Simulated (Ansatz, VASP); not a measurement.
One calculation of TaN, two programs

```
Ta N
1.0
     2.95026    0.00000    0.00000
    -1.47513    2.55500    0.00000
     0.00000    0.00000    2.89720
Ta N
1 1
Direct
  0.33333 0.66667 0.50000
  0.00000 0.00000 0.00000
```

Alike in both runs: functional PBE; k mesh 6 × 6 × 6; occupations gaussian, width 0.1 eV; no spin polarisation.

Ansatz relaxed the structure, and its values are those at the end. VASP's run is a single point on that final structure, the one shown.

|  | VASP | Ansatz |
| --- | --- | --- |
| version | VASP 6.6.1 | Ansatz 0.2.0 |
| potentials or method | VASP PAW PBE potentials, release 64 (Ta_pv, N), cutoff 520 eV | scalar-relativistic, plane waves, PAW |
| valence electrons in the cell | 16 | 18 |

|  | VASP | Ansatz | Ansatz less VASP |
| --- | --- | --- | --- |
| gap on the k mesh at the Fermi level (eV) | none | none | - |
| pressure (GPa) | 0.7 | 0.1 | -0.65 |

A gap of «none» marks a metal or a gap that the smearing closes. VASP's potentials hold 16 valence electrons a cell and Ansatz's 18, so a difference there can come from the potentials and not from the codes.

The k mesh is coarse, so the values compare programs but aren't converged. Neither program's run includes spin-orbit coupling.
